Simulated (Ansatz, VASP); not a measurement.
**SnTe in VASP and in Ansatz**

POSCAR

```
SnTe
1.0
    0.0000000000      3.0936504351      3.0936504351
    3.0936504351      0.0000000000      3.0936504351
    3.0936504351      3.0936504351      0.0000000000
Sn Te
1 1
Direct
    0.0000000000      0.0000000000      0.0000000000
    0.5000000000      0.5000000000      0.5000000000
```

INCAR.step1

```
SYSTEM = SnTe
PREC     = Accurate       ! precision mode
ENCUT    = 520            ! plane-wave cutoff, eV
ISMEAR   = -1             ! smearing method
SIGMA    = 0.02           ! smearing width, eV
LREAL    = .False.        ! projectors in reciprocal space
LASPH    = .True.         ! aspherical terms in the spheres
NELM     = 60             ! most SCF steps
NBANDS   = 17             ! bands
GGA      = PE             ! functional
ALGO     = Normal         ! electronic algorithm
EDIFF    = 1E-4           ! SCF threshold, eV
LWAVE    = .True.         ! write WAVECAR
LCHARG   = .False.        ! write CHGCAR
```

INCAR.step2

```
SYSTEM = SnTe
PREC     = Accurate       ! precision mode
ENCUT    = 520            ! plane-wave cutoff, eV
EDIFF    = 1E-6           ! SCF threshold, eV
ISMEAR   = -1             ! smearing method
SIGMA    = 0.02           ! smearing width, eV
LREAL    = .False.        ! projectors in reciprocal space
LASPH    = .True.         ! aspherical terms in the spheres
NELM     = 60             ! most SCF steps
ALGO     = Normal         ! electronic algorithm
ISIF     = 2              ! what is computed and relaxed
LWAVE    = .False.        ! write WAVECAR
LCHARG   = .True.         ! write CHGCAR
METAGGA  = R2SCAN         ! meta-GGA
LMIXTAU  = .True.       
LELF     = .True.         ! ELF
LVHAR    = .True.       
NBANDS   = 17             ! bands
ISTART   = 1
```

KPOINTS

```
regular mesh
0
Gamma
  8 8 8
  0 0 0
```

Input for Ansatz:

```yaml
crystal:
  lattice:
    - [0.0, 3.0936504351, 3.0936504351]
    - [3.0936504351, 0.0, 3.0936504351]
    - [3.0936504351, 3.0936504351, 0.0]
  atoms:
    - { symbol: Sn, position: [0.0, 0.0, 0.0] }
    - { symbol: Te, position: [0.5, 0.5, 0.5] }
kpoints:
  mp_grid: { grid: [8, 8, 8] }
  band_path:
    path:
      - [0.0, 0.0, 0.0]
      - [0.5, 0.0, 0.5]
      - [0.625, 0.25, 0.625]
      - [0.375, 0.375, 0.75]
      - [0.5, 0.5, 0.5]
      - [0.5, 0.25, 0.75]
      - [-0.021159, -0.010905, 0.489583]
    npoints: 1
hamiltonian:
  xc: r2scan
scf:
  occupations: { method: fermi_dirac, width: 0.02 }
  n_extra_bands: 4
output:
  forces: true
  stress: true
  eigenvalues: true
  write_density: true
  write_potential: true
  elf: true
  volumetric_format: npy
```

Change from the starting cell: hydrostatic strain -3.0%.

Alike in both runs: task single point; functional r2SCAN; k mesh 8 × 8 × 8; occupations fermi-dirac, width 0.02 eV; no spin polarisation.

|  | VASP | Ansatz |
| --- | --- | --- |
| version | VASP 6.6.1 | Ansatz 0.2.0 |
| potentials or method | VASP PAW PBE potentials, release 64 (Sn_d, Te) | plane waves, PAW |
| plane-wave cutoff (eV) | 520 | 500 |
| valence electrons in the cell | 20 | 30 |

```tsv
	VASP	Ansatz	Ansatz less VASP
pressure (GPa)	4.7	4.7	-0.03
```

VASP's potentials were made for PBE, not for r2SCAN. With one functional, cell and mesh, what is left measures potentials, basis and numerics. VASP's potentials hold 20 valence electrons a cell and Ansatz's 30, so a difference there can come from the potentials and not from the codes.

Spin-orbit coupling is off throughout.
